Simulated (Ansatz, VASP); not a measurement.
## P in VASP and in Ansatz

Contents of INCAR:

```
SYSTEM = P
PREC = Accurate
ENCUT = 500
EDIFF = 1E-6
ISMEAR = 0
SIGMA = 0.15
LREAL = .FALSE.
LASPH = .TRUE.
NELM = 120
ALGO = Normal
ISIF = 2
LWAVE = .FALSE.
LCHARG = .FALSE.
GGA = PS
NBANDS = 8
GGA_COMPAT = .FALSE.
```

File KPOINTS:

```
regular mesh
0
G
  12 12 12
  0 0 0
```

The input POSCAR:

```
P
1.0
    4.2729048574      0.0000000000     -0.1068226214
    0.0000000000      4.2729048574      0.0000000000
   -0.1094500000      0.0000000000      4.3780000000
P
1
Direct
    0.0000000000      0.0000000000      0.0000000000
```

Input for Ansatz:

```yaml
crystal:
  lattice:
    - [4.2729048574, 0.0, -0.1068226214]
    - [0.0, 4.2729048574, 0.0]
    - [-0.10945, 0.0, 4.378]
  atoms:
    - { symbol: P, position: [0.0, 0.0, 0.0] }
basis:
  ecutwfc: 420
kpoints:
  mp_grid: { grid: [12, 12, 12] }
hamiltonian:
  xc: pbesol
scf:
  occupations: { method: gaussian, width: 0.15 }
output:
  forces: true
  stress: true
  eigenvalues: true
```

Change from the starting cell: strain -0.0500 x Voigt [0, 0, 0, 0, 1, 0], atoms carried along.

Alike in both runs: task single point; functional PBEsol; k mesh 12 × 12 × 12; occupations gaussian, width 0.15 eV; no spin polarisation.

|  | VASP | Ansatz |
| --- | --- | --- |
| version | VASP 6.6.1 | Ansatz 0.2.0 |
| potentials or method | VASP PAW PBE potentials, release 64 (P), cutoff 500 eV | scalar-relativistic, plane waves, PAW |
| valence electrons in the cell | 5 | 5 |

```csv
,VASP,Ansatz,Ansatz less VASP
gap on the k mesh at the Fermi level (eV),none,none,-
pressure (GPa),-3.9,-3.8,+0.01
"traceless stress, the component that is largest in VASP (GPa)",0.28,0.28,-0.001
```

VASP's potentials were made for PBE, not for PBEsol. A gap of «none» marks a metal or a gap that the smearing closes. The functional is the same, so the differences come from potentials, cutoffs and numerics.
